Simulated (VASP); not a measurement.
# YbPb7Se8 (a cell with a defect) in VASP: single point with PBE+U

Aim: the single point of YbPb7Se8 (a cell with a defect) with PBE+U.

All numbers are computed with VASP 6.6.1; they aren't measurements. Logs are shortened: lines on timing, memory, paths and dates and some standing lists are left out, and cuts for length are marked.

## Step 1: The cell of the first run

The cell holds a defect, 16 atoms: a = 8.651 Å, b = 8.651 Å, c = 8.651 Å, α = 60.00°, β = 60.00°, γ = 60.00°.

## Step 2: Single point, PBE+U

Input file INCAR:

```
  PREC = Accurate
  ENCUT = 520
  EDIFF = 1E-6
  ISMEAR = -1
  SIGMA = 0.01
  LREAL = Auto
  LASPH = True
  NELM = 150
  ALGO = Normal
  ISIF = 2
  LWAVE = False
  LCHARG = True
  LMAXMIX = 6
  LDAU = True
  LDAUTYPE = 2
  LDAUL = -1 -1 3
  LDAUU = 0 0 3.7
  LDAUJ = 0 0 0
  LDAUPRINT = 1
  GGA = PE
  LELF = True
  LVHAR = True
  NBANDS = 99
```

Input file KPOINTS:

```
Automatic mesh
0
Gamma
  2 2 2
```

Input file POSCAR:

```
YbPb7Se8
1.0
    0.0000000000      6.1170000000      6.1170000000
    6.1170000000      0.0000000000      6.1170000000
    6.1170000000      6.1170000000      0.0000000000
Se Pb Yb
8 7 1
Direct
    0.2500000000      0.2500000000      0.2500000000
    0.2500000000      0.2500000000      0.7500000000
    0.2500000000      0.7500000000      0.2500000000
    0.2500000000      0.7500000000      0.7500000000
    0.7500000000      0.2500000000      0.2500000000
    0.7500000000      0.2500000000      0.7500000000
    0.7500000000      0.7500000000      0.2500000000
    0.7500000000      0.7500000000      0.7500000000
    0.0000000000      0.0000000000      0.0000000000
    0.0000000000      0.0000000000      0.5000000000
    0.0000000000      0.5000000000      0.0000000000
    0.0000000000      0.5000000000      0.5000000000
    0.5000000000      0.0000000000      0.5000000000
    0.5000000000      0.5000000000      0.0000000000
    0.5000000000      0.5000000000      0.5000000000
    0.5000000000      0.0000000000      0.0000000000
```

Potentials or basis: VASP PAW PBE potentials, release 64 (Se, Pb_d, Yb).

Started as:

```console
$ cat potpaw_PBE.64/Se/POTCAR potpaw_PBE.64/Pb_d/POTCAR potpaw_PBE.64/Yb/POTCAR > POTCAR
$ mpirun -np 1 vasp_std > vasp.out
```

OUTCAR:

```text
PREC = Accurate
   ENCUT = 520
   EDIFF = 1E-6
   ISMEAR = -1
   LREAL = Auto
   LASPH = True
   NELM = 150
   ISIF = 2
   GGA = PE

 ion  position               nearest neighbor table
   1  0.250  0.250  0.250-  10 3.06  11 3.06  12 3.06  13 3.06  14 3.06  16 3.06
   2  0.250  0.250  0.750-   9 3.06  11 3.06  12 3.06  13 3.06  15 3.06  16 3.06
   3  0.250  0.750  0.250-   9 3.06  10 3.06  12 3.06  14 3.06  15 3.06  16 3.06
   4  0.250  0.750  0.750-   9 3.06  10 3.06  11 3.06  13 3.06  14 3.06  15 3.06
   5  0.750  0.250  0.250-   9 3.06  10 3.06  11 3.06  13 3.06  14 3.06  15 3.06
   6  0.750  0.250  0.750-   9 3.06  10 3.06  12 3.06  14 3.06  15 3.06  16 3.06
[... 8 lines left out ...]
  15  0.500  0.500  0.500-   2 3.06   3 3.06   4 3.06   5 3.06   6 3.06   7 3.06
  16  0.500  0.000  0.000-   1 3.06   2 3.06   3 3.06   6 3.06   7 3.06   8 3.06

  LATTYP: Found a face centered cubic cell.
 ALAT       =    12.2340000000

  Lattice vectors:

 A1 = (   0.0000000000,   6.1170000000,   6.1170000000)
 A2 = (   6.1170000000,   0.0000000000,   6.1170000000)
 A3 = (   6.1170000000,   6.1170000000,   0.0000000000)

Analysis of symmetry for initial positions (statically):
=====================================================================
 Subroutine PRICEL returns:
 Original cell was already a primitive cell.

 Routine SETGRP: Setting up the symmetry group for a
 face centered cubic supercell.

 Subroutine GETGRP returns: Found 48 space group operations
 (whereof  8 operations were pure point group operations)
 out of a pool of 48 trial point group operations.

The static configuration has the point symmetry D_2h.
 The point group associated with its full space group is O_h .

Analysis of symmetry for dynamics (positions and initial velocities):
=====================================================================
 Subroutine PRICEL returns:
 Original cell was already a primitive cell.

 Routine SETGRP: Setting up the symmetry group for a
 face centered cubic supercell.

 Subroutine GETGRP returns: Found 48 space group operations
 (whereof  8 operations were pure point group operations)
 out of a pool of 48 trial point group operations.

The dynamic configuration has the point symmetry D_2h.
 The point group associated with its full space group is O_h .

 Subroutine INISYM returns: Found 48 space group operations
 (whereof  8 operations are pure point group operations),
 and found     1 'primitive' translations

----------------------------------------------------------------------------------------

                                     Primitive cell

  volume of cell :     457.7680

  direct lattice vectors                    reciprocal lattice vectors
     0.000000000  6.117000000  6.117000000    -0.081739415  0.081739415  0.081739415
     6.117000000  0.000000000  6.117000000     0.081739415 -0.081739415  0.081739415
     6.117000000  6.117000000  0.000000000     0.081739415  0.081739415 -0.081739415

  length of vectors
     8.650744361  8.650744361  8.650744361     0.141576819  0.141576819  0.141576819

  position of ions in fractional coordinates (direct lattice)
     0.250000000  0.250000000  0.250000000
     0.250000000  0.250000000  0.750000000
     0.250000000  0.750000000  0.250000000
     0.250000000  0.750000000  0.750000000
     0.750000000  0.250000000  0.250000000
     0.750000000  0.250000000  0.750000000
[... 8 lines left out ...]
     0.500000000  0.500000000  0.500000000
     0.500000000  0.000000000  0.000000000

  ion indices of the primitive-cell ions
   primitive index   ion index
                 1           1
                 2           2
                 3           3
                 4           4
                 5           5
                 6           6
[... 8 lines left out ...]
                15          15
[... 57 lines left out ...]
   ISIF   =      2    stress and relaxation
   ISYM   =      2    0-nonsym 1-usesym 2-fastsym
   POTIM  = 0.5000    time-step for ionic-motion
   TEBEG  =    0.0;   TEEND  =   0.0 temperature during run
   PSTRESS=    0.0 pullay stress
   NELECT =     170.0000    total number of electrons
   NUPDOWN=      -1.0000    fix difference up-down
   EMIN   =  10.00;   EMAX   =-10.00  energy-range for DOS
   EFERMI =   0.00;   METHOD = LEGACY
   ISMEAR =    -1;   SIGMA  =   0.01  broadening in eV -4-tet -1-fermi 0-gaus
   EFERMI_NEDOS =   21; number of points for ismear=-14 and -15
   IALGO  =     38    algorithm
   IMIX   =      4    mixing-type and parameters
     AMIX     =   0.40;   BMIX     =  1.00
     AMIX_MAG =   1.60;   BMIX_MAG =  1.00
  volume/ion in A,a.u.               =      28.61       193.07
  Fermi-wavevector in a.u.,A,eV,Ry     =   1.176728  2.223693 18.839826  1.384688
  Thomas-Fermi vector in A             =   2.313087
   LORBIT       =      0    0 simple, 1 ext, 2 COOP (PROOUT), +10 PAW based schemes
 LDA+U is selected, type is set to LDAUTYPE =  2
   angular momentum for each species LDAUL =    -1   -1    3
   U (eV)           for each species LDAUU =   0.0  0.0  3.7
   J (eV)           for each species LDAUJ =   0.0  0.0  0.0
   GGA     = PE    functional components
   LHFCALC =     F    Hartree Fock is set to
   AEXX    =    0.0000 exact exchange contribution
   IVDW    =     0    specifies the selected vdW correction
   LEPSILON=     F    determine dielectric tensor
   LRPA    =     F    only Hartree local field effects (RPA)
 non-spin polarized calculation
  energy-cutoff  :      520.00
  volume of cell :      457.77
 maximum number of plane-waves:     12339
   NGX = 33   NGY = 33   NGZ = 33

atom =  16  type =  3  l = 3

 onsite density matrix

spin component  1

  0.9855 -0.0000 -0.0022  0.0000  0.0000 -0.0000  0.0000
 -0.0000  0.9794  0.0000 -0.0000 -0.0000 -0.0000  0.0000
 -0.0022  0.0000  0.9867 -0.0000  0.0000 -0.0000 -0.0000
  0.0000 -0.0000 -0.0000  0.9839  0.0000 -0.0000 -0.0000
  0.0000 -0.0000  0.0000  0.0000  0.9867 -0.0000  0.0022
 -0.0000 -0.0000 -0.0000 -0.0000 -0.0000  0.9883  0.0000
  0.0000  0.0000 -0.0000 -0.0000  0.0022  0.0000  0.9855

spin component  2

  0.9855 -0.0000 -0.0022  0.0000  0.0000 -0.0000  0.0000
 -0.0000  0.9794  0.0000 -0.0000 -0.0000 -0.0000  0.0000
 -0.0022  0.0000  0.9867 -0.0000  0.0000 -0.0000 -0.0000
  0.0000 -0.0000 -0.0000  0.9839  0.0000 -0.0000 -0.0000
  0.0000 -0.0000  0.0000  0.0000  0.9867 -0.0000  0.0022
 -0.0000 -0.0000 -0.0000 -0.0000 -0.0000  0.9883  0.0000
  0.0000  0.0000 -0.0000 -0.0000  0.0022  0.0000  0.9855

 occupancies and eigenvectors

  o =  0.9794  v =  0.0000  1.0000 -0.0000 -0.0000  0.0000  0.0000  0.0000  0.0000  0.0000  0.0000  0.0000  0.0000  0.0000  0.0000      0.0000  0.0000  0.0000  0.0000  0.0000  0.0000  0.0000  0.0000  0.0000  0.0000  0.0000  0.0000  0.0000  0.0000
  o =  0.9794  v =  0.0000  0.0000  0.0000  0.0000  0.0000  0.0000  0.0000  0.0000  1.0000 -0.0000 -0.0000  0.0000  0.0000  0.0000      0.0000  0.0000  0.0000  0.0000  0.0000  0.0000  0.0000  0.0000  0.0000  0.0000  0.0000  0.0000  0.0000  0.0000
  o =  0.9839  v = -0.0000  0.0000 -0.0000  1.0000 -0.0000  0.0000  0.0000  0.0000  0.0000  0.0000  0.0000  0.0000  0.0000  0.0000      0.0000  0.0000  0.0000  0.0000  0.0000  0.0000  0.0000  0.0000  0.0000  0.0000  0.0000  0.0000  0.0000  0.0000
  o =  0.9839  v =  0.0000  0.0000  0.0000  0.0000  0.0000  0.0000  0.0000 -0.0000  0.0000 -0.0000  1.0000 -0.0000  0.0000  0.0000      0.0000  0.0000  0.0000  0.0000  0.0000  0.0000  0.0000  0.0000  0.0000  0.0000  0.0000  0.0000  0.0000  0.0000
  o =  0.9839  v =  0.7906  0.0000  0.6124  0.0000  0.0000  0.0000 -0.0000  0.0000  0.0000  0.0000  0.0000  0.0000  0.0000  0.0000      0.0000  0.0000  0.0000  0.0000  0.0000  0.0000  0.0000  0.0000  0.0000  0.0000  0.0000  0.0000  0.0000  0.0000
  o =  0.9839  v =  0.0000  0.0000  0.0000  0.0000  0.0000  0.0000  0.0000  0.7906  0.0000  0.6124  0.0000  0.0000  0.0000 -0.0000      0.0000  0.0000  0.0000  0.0000  0.0000  0.0000  0.0000  0.0000  0.0000  0.0000  0.0000  0.0000  0.0000  0.0000
  o =  0.9839  v =  0.0000  0.0000  0.0000 -0.0000 -0.6124  0.0000  0.7906  0.0000  0.0000  0.0000  0.0000  0.0000  0.0000  0.0000      0.0000  0.0000  0.0000  0.0000  0.0000  0.0000  0.0000  0.0000  0.0000  0.0000  0.0000  0.0000  0.0000  0.0000
  o =  0.9839  v =  0.0000  0.0000  0.0000  0.0000  0.0000  0.0000  0.0000  0.0000  0.0000  0.0000 -0.0000 -0.6124  0.0000  0.7906      0.0000  0.0000  0.0000  0.0000  0.0000  0.0000  0.0000  0.0000  0.0000  0.0000  0.0000  0.0000  0.0000  0.0000
  o =  0.9883  v =  0.6124 -0.0000 -0.7906  0.0000  0.0000 -0.0000  0.0000  0.0000  0.0000  0.0000  0.0000  0.0000  0.0000  0.0000      0.0000  0.0000  0.0000  0.0000  0.0000  0.0000  0.0000  0.0000  0.0000  0.0000  0.0000  0.0000  0.0000  0.0000
  o =  0.9883  v =  0.0000  0.0000  0.0000  0.0000  0.0000  0.0000  0.0000  0.6124 -0.0000 -0.7906  0.0000  0.0000 -0.0000  0.0000      0.0000  0.0000  0.0000  0.0000  0.0000  0.0000  0.0000  0.0000  0.0000  0.0000  0.0000  0.0000  0.0000  0.0000
  o =  0.9883  v =  0.0000 -0.0000  0.0000  0.0000  0.7906 -0.0000  0.6124  0.0000  0.0000  0.0000  0.0000  0.0000  0.0000  0.0000      0.0000  0.0000  0.0000  0.0000  0.0000  0.0000  0.0000  0.0000  0.0000  0.0000  0.0000  0.0000  0.0000  0.0000
  o =  0.9883  v =  0.0000  0.0000  0.0000  0.0000  0.0000  0.0000  0.0000  0.0000 -0.0000  0.0000  0.0000  0.7906 -0.0000  0.6124      0.0000  0.0000  0.0000  0.0000  0.0000  0.0000  0.0000  0.0000  0.0000  0.0000  0.0000  0.0000  0.0000  0.0000
  o =  0.9883  v =  0.0000  0.0000  0.0000  0.0000  0.0000  0.0000  0.0000  0.0000 -0.0000 -0.0000 -0.0000  0.0000  1.0000  0.0000      0.0000  0.0000  0.0000  0.0000  0.0000  0.0000  0.0000  0.0000  0.0000  0.0000  0.0000  0.0000  0.0000  0.0000
  o =  0.9883  v =  0.0000 -0.0000 -0.0000 -0.0000  0.0000  1.0000  0.0000  0.0000  0.0000  0.0000  0.0000  0.0000  0.0000  0.0000      0.0000  0.0000  0.0000  0.0000  0.0000  0.0000  0.0000  0.0000  0.0000  0.0000  0.0000  0.0000  0.0000  0.0000

 number of electron     169.9999990 magnetization

 Free energy of the ion-electron system (eV)
  ---------------------------------------------------
  ext. energy  EPLUGINS =         0.00000000
  ---------------------------------------------------
  free energy    TOTEN  =       -67.37365584 eV

  energy without entropy =      -67.37365562  energy(sigma->0) =      -67.37365573

 E-fermi :   4.9149     XC(G=0):  -9.5311

 val. band max:        4.7679343865   @ k =   0.5000   0.0000   0.0000
 cond. band min:       5.0422870885   @ k =   0.0000   0.0000   0.0000
 fundamental gap:      0.2743527021
 Fermi energy:         4.9149401619

 k-point     1 :       0.0000    0.0000    0.0000
  band No.  band energies     occupation
      1     -45.4722      2.00000
      2     -18.0068      2.00000
      3     -18.0068      2.00000
      4     -18.0068      2.00000
      5     -12.2592      2.00000
      6     -12.2592      2.00000
[... 289 lines left out ...]
     96       7.9357      0.00000
     97       8.0424      0.00000
 [bands above 97 left out]

------------------------ aborting loop because EDIFF is reached ----------------------------------------

  FORCE on cell =-STRESS in cart. coord.  units (eV):
  Direction    XX          YY          ZZ          XY          YZ          ZX
  --------------------------------------------------------------------------------------
  -------------------------------------------------------------------------------------
  Total        5.6521910      5.6521910      5.6521910      0.0000000      0.0000000     -0.0000000
  in kB       19.7825366     19.7825366     19.7825366      0.0000000      0.0000000     -0.0000000
  external PRESSURE =      19.7825366 kB  Pullay stress =       0.0000000 kB

 VOLUME and BASIS-vectors are now :
 -----------------------------------------------------------------------------
  energy-cutoff  :      520.00
  volume of cell :      457.77
      direct lattice vectors                 reciprocal lattice vectors
     0.000000000  6.117000000  6.117000000    -0.081739415  0.081739415  0.081739415
     6.117000000  0.000000000  6.117000000     0.081739415 -0.081739415  0.081739415
     6.117000000  6.117000000  0.000000000     0.081739415  0.081739415 -0.081739415

 POSITION                                       TOTAL-FORCE (eV/Angst)
 -----------------------------------------------------------------------------------
      3.05850      3.05850      3.05850        -0.414260      0.000000      0.000000
      6.11700      6.11700      3.05850         0.000000      0.414260      0.000000
      6.11700      3.05850      6.11700         0.000000      0.000000      0.414260
      9.17550      6.11700      6.11700         0.000000      0.000000      0.000000
      3.05850      6.11700      6.11700        -0.000000      0.000000      0.000000
      6.11700      9.17550      6.11700         0.000000      0.000000     -0.414260
[... 8 lines left out ...]
      6.11700      6.11700      6.11700        -0.000000      0.000000      0.000000
      0.00000      3.05850      3.05850        -0.000000     -0.000000      0.000000
 -----------------------------------------------------------------------------------
    total drift:                                0.000000      0.000000      0.000000

  FREE ENERGIE OF THE ION-ELECTRON SYSTEM (eV)
  ---------------------------------------------------
  free  energy   TOTEN  =       -67.3736558401 eV

  energy  without entropy=      -67.3736556190  energy(sigma->0) =      -67.37365573
```

Wall time 58 min (1 thread of Intel Xeon 8259CL, shared host); peak memory 0.64 GiB.

Results:

| Property | Result |
| --- | --- |
| Free energy | -67.3737 eV |
| Pressure | 2.0 GPa |
| Largest force | 0.414 eV/Å |
| Band gap on the k mesh | 0.27 eV |

Forces in eV/Å, atoms in the order of the input:
```
Se  -0.414  0.000  0.000
Se   0.000  0.414  0.000
Se   0.000  0.000  0.414
Se   0.000  0.000  0.000
Se   0.000  0.000  0.000
Se   0.000  0.000 -0.414
Se   0.000 -0.414  0.000
Se   0.414  0.000  0.000
Pb   0.000  0.000  0.000
Pb   0.000  0.000  0.000
Pb   0.000  0.000  0.000
Pb   0.000  0.000  0.000
Pb   0.000  0.000  0.000
Pb   0.000  0.000  0.000
Pb   0.000  0.000  0.000
Yb   0.000  0.000  0.000
```

Levels at points of the mesh, in eV from the valence-band top:
| k point | band 82 | band 83 | band 84 | band 85 | band 86 | band 87 | band 88 | band 89 |
| --- | --- | --- | --- | --- | --- | --- | --- | --- |
| (0.00, 0.00, 0.00) | -0.07 | -0.05 | -0.05 | -0.05 | 0.27 | 0.49 | 0.49 | 0.49 |
| (0.50, 0.00, 0.00) | -0.05 | -0.01 | -0.01 | 0.00 | 1.29 | 2.41 | 2.46 | 2.46 |
| (0.50, 0.50, 0.00) | -0.05 | -0.05 | -0.04 | -0.04 | 1.18 | 1.34 | 1.59 | 1.59 |

Eigenvalues of the final occupation matrices:
```csv
site,spin,trace,eigenvalues
site 16 f,1,6.90,0.98 0.98 0.98 0.98 0.99 0.99 0.99
site 16 f,2,6.90,0.98 0.98 0.98 0.98 0.99 0.99 0.99
```

Caveat: the k points lie up to 0.44 Å⁻¹ apart; spin-orbit coupling is left out, which moves the levels of the heavy elements. Spin polarisation is off, so any magnetic state and its effect on volume and gap are missing.
